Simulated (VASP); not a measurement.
# Si: electric field gradients with r2SCAN

Crystal: Si.

```
Si
1.0
     2.83597    0.00000    0.00000
    -1.41798    2.45602    0.00000
     0.00000    0.00000    4.59427
Si
2
Cartesian
  -0.1702 1.5391 0.8729
  1.5881 0.9169 3.7214
```

This cell differs from its parent crystal: shortest bond scaled by 0.76.

```yaml
Program: VASP 6.6.1
Task: electric field gradients
Functional: r2SCAN
Potentials_or_basis: VASP PAW PBE potentials, release 64 (Si)
Cutoff: 520 eV
k_mesh: 12 × 12 × 7
Occupations: fermi-dirac, width 0.05 eV
Spin: no spin polarisation
Dipole_correction: no
Further_INCAR_settings: ALGO = Normal; EDIFF = 1e-08; NBANDS = 11
```

```yaml
Pressure: 7.9 GPa
Largest_force: 3.679 eV/Å
Band_gap_on_the_k_mesh: zero (band 4 reaches 14.65 eV, above the bottom of band 5 at 6.55 eV)
```

Forces in eV/Å, atoms in the order of the input:
```
Si   1.081  0.624  3.461
Si  -1.081 -0.624 -3.461
```

Stress tensor (GPa, compression positive):
```
 3.21  4.31 13.21
 4.31 -1.77  7.63
13.21  7.63 22.30
```

Levels at points of the mesh, in eV from the Fermi level:
| k point | band 1 | band 2 | band 3 | band 4 | band 5 | band 6 | band 7 | band 8 | band 9 |
| --- | --- | --- | --- | --- | --- | --- | --- | --- | --- |
| (0.00, 0.00, 0.00) | -15.19 | -7.41 | -5.77 | 5.95 | 7.59 | 7.70 | 9.58 | 9.94 | 11.78 |
| (0.50, 0.00, 0.00) | -9.08 | -8.86 | -1.67 | -1.46 | 0.43 | 0.78 | 2.04 | 4.80 | 8.69 |
| (0.00, 0.50, 0.00) | -9.68 | -8.16 | -1.60 | -1.46 | -0.60 | 2.04 | 2.17 | 4.19 | 9.38 |

Electric field gradients, principal values (V/Å²):
```csv
atom,least,middle,greatest (by size)
1 Si,25.907,27.387,-53.295
2 Si,25.907,27.387,-53.295
```

Wall time 2.6 min on 1 thread of Intel(R) Xeon(R) 6975P-C (Granite Rapids), with other jobs on the host, peak memory 0.2 GiB.

Caveat: the cell differs from its parent crystal (shortest bond scaled by 0.76); without QUAD_EFG the Cq values of the log hold for a quadrupole moment of 1 mb, not for the nuclei; the PAW data sets were made with another functional, which shifts forces and pressure a little.
